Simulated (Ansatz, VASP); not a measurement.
## Two plane-wave programs on Si3Ge2

```
Si Ge
1.0
     2.88317    0.00000    0.00000
    -1.44159    2.49690    0.00000
     0.00000    0.00000   23.38019
Si Ge
6 4
Cartesian
  1.4416 0.8323 18.7041
  1.4416 0.8323 4.6760
  0.0000 1.6646 16.3661
  0.0000 1.6646 21.0422
  0.0000 1.6646 2.3380
  0.0000 1.6646 7.0141
  1.4416 0.8323 0.0000
  1.4416 0.8323 9.3521
  1.4416 0.8323 14.0281
  0.0000 1.6646 11.6901
```

Alike in both runs: task relaxation of cell and atoms; functional PBE; k mesh 6 × 6 × 1; occupations gaussian, width 0.1 eV; no spin polarisation.

```csv
,VASP,Ansatz
version,VASP 6.6.1,Ansatz 0.2.0
potentials or method,"VASP PAW PBE potentials, release 64 (Si, Ge_d), cutoff 600 eV","scalar-relativistic, plane waves, PAW"
valence electrons in the cell,80,80
```

```csv
,VASP,Ansatz,Ansatz less VASP
"gap on the k mesh at the Fermi level, each at its own relaxed structure (eV)",none,none,-
relaxed volume (Å³/atom),16.80,16.71,-0.083
relaxed cell length with the largest relative difference (Å),22.081,22.440,+0.3591
```

A gap of «none» marks a metal or a gap that the smearing closes.

The k mesh is coarse, so the values compare programs but aren't converged.
